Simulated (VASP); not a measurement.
# GaP (F-43m) in VASP: notebook

Runs on GaP. Level: PBEsol. Tasks: relaxation of cell and atoms, single point.

Everything below comes from runs of VASP 6.6.1. Logs are shortened: lines on timing, memory, paths and dates and some standing lists are left out, and cuts for length are marked.

**1. The cell of the first run**

The structure is cubic, space group F-43m (No. 216). Conventional cell: a = 5.438 Å, b = 5.438 Å, c = 5.438 Å, α = 90.00°, β = 90.00°, γ = 90.00°. Within 3.1 Å of Ga (site symmetry -43m) lie 4 P at 2.35 Å. P (site symmetry -43m) has 4 Ga at 2.35 Å within 3.1 Å.

**2. Relaxation of cell and atoms, PBEsol, target pressure 12 GPa, at which the enthalpy is minimised**

File INCAR:

```
PREC = Accurate
ENCUT = 600
EDIFF = 1E-6
ISMEAR = 0
SIGMA = 0.01
LREAL = False
LASPH = True
NELM = 80
ALGO = Normal
ISIF = 3
LWAVE = False
LCHARG = False
GGA = PS
IBRION = 2
NSW = 80
EDIFFG = -0.001
PSTRESS = 120.0
```

File KPOINTS:

```
regular mesh
0
Gamma
  8 8 8
```

File POSCAR:

```
GaP
1.0
    0.0000000000      2.7192250973      2.7192250973
    2.7192250973      0.0000000000      2.7192250973
    2.7192250973      2.7192250973      0.0000000000
Ga P
1 1
Direct
    0.0000000000      0.0000000000      0.0000000000
    0.7500000000      0.7500000000      0.7500000000
```

Potentials or basis: VASP PAW PBE potentials, release 64 (Ga_d, P).

Run with:

```
> cat potpaw_PBE.64/Ga_d/POTCAR potpaw_PBE.64/P/POTCAR > POTCAR
> mpirun -np 1 vasp_std > vasp.out
```

OUTCAR:

```text
PREC = Accurate
   ENCUT = 600
   EDIFF = 1E-6
   ISMEAR = 0
   LREAL = False
   LASPH = True
   NELM = 80
   ISIF = 3
   GGA = PS
   IBRION = 2
   NSW = 80
   EDIFFG = -0.001
   PSTRESS = 120.0

 ion  position               nearest neighbor table
   1  0.000  0.000  0.000-   2 2.35   2 2.35   2 2.35   2 2.35
   2  0.750  0.750  0.750-   1 2.35   1 2.35   1 2.35   1 2.35

  LATTYP: Found a face centered cubic cell.
 ALAT       =     5.4384501946

  Lattice vectors:

 A1 = (   0.0000000000,   2.7192250973,   2.7192250973)
 A2 = (   2.7192250973,   0.0000000000,   2.7192250973)
 A3 = (   2.7192250973,   2.7192250973,   0.0000000000)

Analysis of symmetry for initial positions (statically):
=====================================================================
 Subroutine PRICEL returns:
 Original cell was already a primitive cell.

 Routine SETGRP: Setting up the symmetry group for a
 face centered cubic supercell.

 Subroutine GETGRP returns: Found 24 space group operations
 (whereof 24 operations were pure point group operations)
 out of a pool of 48 trial point group operations.

The static configuration has the point symmetry T_d .

Analysis of symmetry for dynamics (positions and initial velocities):
=====================================================================
 Subroutine PRICEL returns:
 Original cell was already a primitive cell.

 Routine SETGRP: Setting up the symmetry group for a
 face centered cubic supercell.

 Subroutine GETGRP returns: Found 24 space group operations
 (whereof 24 operations were pure point group operations)
 out of a pool of 48 trial point group operations.

The dynamic configuration has the point symmetry T_d .

 Subroutine INISYM returns: Found 24 space group operations
 (whereof 24 operations are pure point group operations),
 and found     1 'primitive' translations

----------------------------------------------------------------------------------------

                                     Primitive cell

  volume of cell :      40.2129

  direct lattice vectors                    reciprocal lattice vectors
     0.000000000  2.719225097  2.719225097    -0.183875914  0.183875914  0.183875914
     2.719225097  0.000000000  2.719225097     0.183875914 -0.183875914  0.183875914
     2.719225097  2.719225097  0.000000000     0.183875914  0.183875914 -0.183875914

  length of vectors
     3.845565012  3.845565012  3.845565012     0.318482425  0.318482425  0.318482425

  position of ions in fractional coordinates (direct lattice)
     0.000000000  0.000000000  0.000000000
     0.750000000  0.750000000  0.750000000

  ion indices of the primitive-cell ions
   primitive index   ion index
                 1           1
                 2           2

----------------------------------------------------------------------------------------

 KPOINTS: regular mesh

Automatic generation of k-mesh.
 Grid dimensions read from file:
 generate k-points for:    8    8    8

 Generating k-lattice:

  Cartesian coordinates                     Fractional coordinates (reciprocal lattice)
    -0.022984489  0.022984489  0.022984489     0.125000000  0.000000000  0.000000000
     0.022984489 -0.022984489  0.022984489     0.000000000  0.125000000  0.000000000
     0.022984489  0.022984489 -0.022984489     0.000000000  0.000000000  0.125000000

  Length of vectors
     0.039810303  0.039810303  0.039810303

  Shift w.r.t. Gamma in fractional coordinates (k-lattice)
     0.000000000  0.000000000  0.000000000

 Subroutine IBZKPT returns following result:
 ===========================================

 Found     29 irreducible k-points:

 Following reciprocal coordinates:
            Coordinates               Weight
  0.000000  0.000000  0.000000      1.000000
  0.125000  0.000000  0.000000      8.000000
  0.250000  0.000000  0.000000      8.000000
  0.375000  0.000000  0.000000      8.000000
  0.500000  0.000000  0.000000      4.000000
  0.125000  0.125000  0.000000      6.000000
[... 16 lines left out ...]
  0.500000  0.250000  0.125000     48.000000
 -0.375000  0.250000  0.125000     24.000000
 [... further k-points ...]
   k-points           NKPTS =     29   k-points in BZ     NKDIM =     29   number of bands    NBANDS=     13
   number of dos      NEDOS =    301   number of ions     NIONS =      2
   total plane-waves  NPLWV =  32768
   dimension x,y,z NGX =    32 NGY =   32 NGZ =   32
   dimension x,y,z NGXF=    64 NGYF=   64 NGZF=   64
   ions per type =               1   1
   NGX,Y,Z   is equivalent  to a cutoff of  13.83, 13.83, 13.83 a.u.
   NGXF,Y,Z  is equivalent  to a cutoff of  27.67, 27.67, 27.67 a.u.
 SYSTEM =  unknown system
   PREC   = accura    normal or accurate (medium, high low for compatibility)
   ISTART =      0    job   : 0-new  1-cont  2-samecut
   ICHARG =      2    charge: 1-file 2-atom 10-const
   ISPIN  =      1    spin polarized calculation?
   LNONCOLLINEAR =      F non collinear calculations
   LSORBIT =      F    spin-orbit coupling
   LASPH  =      T    aspherical Exc in radial PAW
   ENCUT  =  600.0 eV  44.10 Ry    6.64 a.u.   7.68  7.68  7.68*2*pi/ulx,y,z
   NELM   =     80;   NELMIN=  2; NELMDL= -5     # of ELM steps
   EDIFF  = 0.1E-05   stopping-criterion for ELM
   LREAL  =      F    real-space projection
   EDIFFG = -.1E-02   stopping-criterion for IOM
   NSW    =     80    number of steps for IOM
   IBRION =      2    ionic relax: 0-MD 1-quasi-New 2-CG
   NFREE  =      1    steps in history (QN), initial steepest desc. (CG)
   ISIF   =      3    stress and relaxation
   ISYM   =      2    0-nonsym 1-usesym 2-fastsym
   POTIM  = 0.5000    time-step for ionic-motion
   TEBEG  =    0.0;   TEEND  =   0.0 temperature during run
   PSTRESS=  120.0 pullay stress
   NELECT =      18.0000    total number of electrons
   NUPDOWN=      -1.0000    fix difference up-down
   EMIN   =  10.00;   EMAX   =-10.00  energy-range for DOS
   EFERMI =   0.00;   METHOD = LEGACY
   ISMEAR =     0;   SIGMA  =   0.01  broadening in eV -4-tet -1-fermi 0-gaus
   EFERMI_NEDOS =   21; number of points for ismear=-14 and -15
   IALGO  =     38    algorithm
   IMIX   =      4    mixing-type and parameters
     AMIX     =   0.40;   BMIX     =  1.00
     AMIX_MAG =   1.60;   BMIX_MAG =  1.00
  volume/ion in A,a.u.               =      20.11       135.69
  Fermi-wavevector in a.u.,A,eV,Ry     =   1.252306  2.366515 21.337618  1.568271
  Thomas-Fermi vector in A             =   2.386213
   LORBIT       =      0    0 simple, 1 ext, 2 COOP (PROOUT), +10 PAW based schemes
   GGA     = PS    functional components
   LHFCALC =     F    Hartree Fock is set to
   AEXX    =    0.0000 exact exchange contribution
   IVDW    =     0    specifies the selected vdW correction
   LEPSILON=     F    determine dielectric tensor
   LRPA    =     F    only Hartree local field effects (RPA)
 conjugate gradient relaxation of ions
 non-spin polarized calculation
 Gauss-broadening in eV      SIGMA  =   0.01
  energy-cutoff  :      600.00
  volume of cell :       40.21
 maximum number of plane-waves:      1363
   NGX = 15   NGY = 15   NGZ = 15

--------------------------------------- Ionic step        1  -------------------------------------------

 number of electron      18.0000005 magnetization

 Free energy of the ion-electron system (eV)
  ---------------------------------------------------
  ext. energy  EPLUGINS =         0.00000000
  ---------------------------------------------------
  free energy    TOTEN  =        -9.92110180 eV

  energy without entropy =       -9.92110180  energy(sigma->0) =       -9.92110180

------------------------ aborting loop because EDIFF is reached ----------------------------------------

  FORCE on cell =-STRESS in cart. coord.  units (eV):
  Direction    XX          YY          ZZ          XY          YZ          ZX
  --------------------------------------------------------------------------------------
  -------------------------------------------------------------------------------------
  Total       -0.0220762     -0.0220762     -0.0220762     -0.0000000      0.0000000     -0.0000000
  in kB       -0.8795700     -0.8795700     -0.8795700     -0.0000000      0.0000000     -0.0000000
  external PRESSURE =    -120.8795700 kB  Pullay stress =     120.0000000 kB

 VOLUME and BASIS-vectors are now :
 -----------------------------------------------------------------------------
  energy-cutoff  :      600.00
  volume of cell :       40.21
      direct lattice vectors                 reciprocal lattice vectors
     0.000000000  2.719225097  2.719225097    -0.183875914  0.183875914  0.183875914
     2.719225097  0.000000000  2.719225097     0.183875914 -0.183875914  0.183875914
     2.719225097  2.719225097  0.000000000     0.183875914  0.183875914 -0.183875914
[... 198 lines left out ...]
  FREE ENERGIE OF THE ION-ELECTRON SYSTEM (eV)
  ---------------------------------------------------
  free  energy   TOTEN  =        -9.7784255084 eV

  energy  without entropy=       -9.7784255084  energy(sigma->0) =       -9.77842551

  enthalpy is  TOTEN    =        -7.0845667606 eV   P V=        2.6938587478

--------------------------------------- Ionic step        7  -------------------------------------------

 number of electron      17.9999995 magnetization

 Free energy of the ion-electron system (eV)
  ---------------------------------------------------
  ext. energy  EPLUGINS =         0.00000000
  ---------------------------------------------------
  free energy    TOTEN  =        -9.77856137 eV

  energy without entropy =       -9.77856137  energy(sigma->0) =       -9.77856137

 E-fermi :   5.9512     XC(G=0): -10.5663

 val. band max:        5.8585204256   @ k =   0.0000   0.0000   0.0000
 cond. band min:       7.1046393151   @ k =   0.5000   0.5000   0.0000
 fundamental gap:      1.2461188895
 Fermi energy:         5.9512305189

 k-point     1 :       0.0000    0.0000    0.0000
  band No.  band energies     occupation
      1      -8.9486      2.00000
      2      -8.9486      2.00000
      3      -8.9486      2.00000
      4      -8.8059      2.00000
      5      -8.8059      2.00000
      6      -7.6267      2.00000
      7       5.8585      2.00000
      8       5.8585      2.00000
      9       5.8585      2.00000
     10       8.6014      0.00000
     11       9.6282      0.00000
     12       9.6282      0.00000
     13       9.6282      0.00000

 k-point     2 :       0.1250    0.0000    0.0000
  band No.  band energies     occupation
      1      -8.9747      2.00000
      2      -8.9417      2.00000
      3      -8.9417      2.00000
      4      -8.8060      2.00000
      5      -8.8060      2.00000
      6      -7.3861      2.00000
      7       4.1536      2.00000
      8       5.5758      2.00000
      9       5.5758      2.00000
     10       8.8287      0.00000
     11      10.0406      0.00000
[... 339 lines left out ...]
 k-point    24 :      -0.3750    0.2500    0.1250
  band No.  band energies     occupation
      1      -9.0845      2.00000
      2      -8.9043      2.00000
      3      -8.8858      2.00000
      4      -8.8152      2.00000
      5      -8.7953      2.00000
      6      -4.6351      2.00000
      7      -1.2489      2.00000
      8       2.1672      2.00000
      9       3.5476      2.00000
     10       9.5525      0.00000
     11       9.9647      0.00000
     12      12.6111      0.00000
     13      14.0304      0.00000

 [... further k-points ...]
[... 5 lines left out ...]
  --------------------------------------------------------------------------------------
  -------------------------------------------------------------------------------------
  Total        2.6958635      2.6958635      2.6958635     -0.0000000      0.0000000      0.0000000
  in kB      120.0832449    120.0832449    120.0832449     -0.0000000      0.0000000      0.0000000
  external PRESSURE =       0.0832449 kB  Pullay stress =     120.0000000 kB

 VOLUME and BASIS-vectors are now :
 -----------------------------------------------------------------------------
  energy-cutoff  :      600.00
  volume of cell :       35.97
      direct lattice vectors                 reciprocal lattice vectors
    -0.000000000  2.619984296  2.619984296    -0.190840839  0.190840839  0.190840839
     2.619984296  0.000000000  2.619984296     0.190840839 -0.190840839  0.190840839
     2.619984296  2.619984296 -0.000000000     0.190840839  0.190840839 -0.190840839

 POSITION                                       TOTAL-FORCE (eV/Angst)
 -----------------------------------------------------------------------------------
      0.00000      0.00000      0.00000         0.000000      0.000000     -0.000000
      3.92998      3.92998      3.92998        -0.000000     -0.000000      0.000000
 -----------------------------------------------------------------------------------
    total drift:                               -0.000001     -0.000001     -0.000000

  FREE ENERGIE OF THE ION-ELECTRON SYSTEM (eV)
  ---------------------------------------------------
  free  energy   TOTEN  =        -9.7785613665 eV

  energy  without entropy=       -9.7785613665  energy(sigma->0) =       -9.77856137

  enthalpy is  TOTEN    =        -7.0845667487 eV   P V=        2.6939946178

 reached required accuracy - stopping structural energy minimisation
```

Wall time 36 s (1 thread of AMD EPYC 9R45 (Zen 5), shared host); peak memory 0.17 GiB.

What came out:

```
Free energy                                            : -9.7786 eV
Relaxed volume                                         : 17.98 Å³/atom
Relaxed cell                                           : a = 3.705 Å, b = 3.705 Å, c = 3.705 Å, α = 60.00°, β = 60.00°, γ = 60.00°
Space group after relaxing (to 0.05 Å)                 : F-43m (No. 216)
Energy change on relaxing (the enthalpy is what falls) : +71.3 meV/atom
Ionic steps                                            : 7
Pressure after relaxing                                : 12.0 GPa
Band gap on the k mesh                                 : 1.25 eV, indirect (least direct gap 2.74 eV)
```

The path:
```csv
step,energy change (eV),largest force (eV/Å),pressure (GPa),volume (Å³)
1,0.0000,0.0000,-0.09,40.21
2,0.6586,0.0000,31.55,32.01
3,0.1358,0.0000,11.60,36.06
4,0.1427,0.0000,12.01,35.97
5,0.1423,0.0000,11.90,35.97
6,0.1427,0.0000,12.06,35.97
7,0.1425,0.0000,12.01,35.97
```

Final structure:
```yaml
crystal:
  lattice:
    - [0.00000, 2.61998, 2.61998]
    - [2.61998, 0.00000, 2.61998]
    - [2.61998, 2.61998, 0.00000]
  atoms:
    - { symbol: Ga, position: [0.00000, 0.00000, 0.00000] }
    - { symbol: P, position: [0.75000, 0.75000, 0.75000] }
```

Levels at points of the mesh, in eV from the valence-band top:
| k point | band 6 | band 7 | band 8 | band 9 | band 10 | band 11 | band 12 | band 13 |
| --- | --- | --- | --- | --- | --- | --- | --- | --- |
| (0.00, 0.00, 0.00) | -13.49 | 0.00 | 0.00 | 0.00 | 2.74 | 3.77 | 3.77 | 3.77 |
| (0.50, 0.00, 0.00) | -10.97 | -7.44 | -1.32 | -1.32 | 1.94 | 4.59 | 4.59 | 8.25 |
| (0.50, 0.50, 0.00) | -9.90 | -7.41 | -3.16 | -3.16 | 1.25 | 1.56 | 11.44 | 11.44 |

Caveat: the cell is relaxed towards a set pressure, so the enthalpy falls and the energy may rise; the PAW data sets were made with another functional, which shifts forces and pressure a little. A k mesh can miss the band edges.

[end of part 1 of 2]
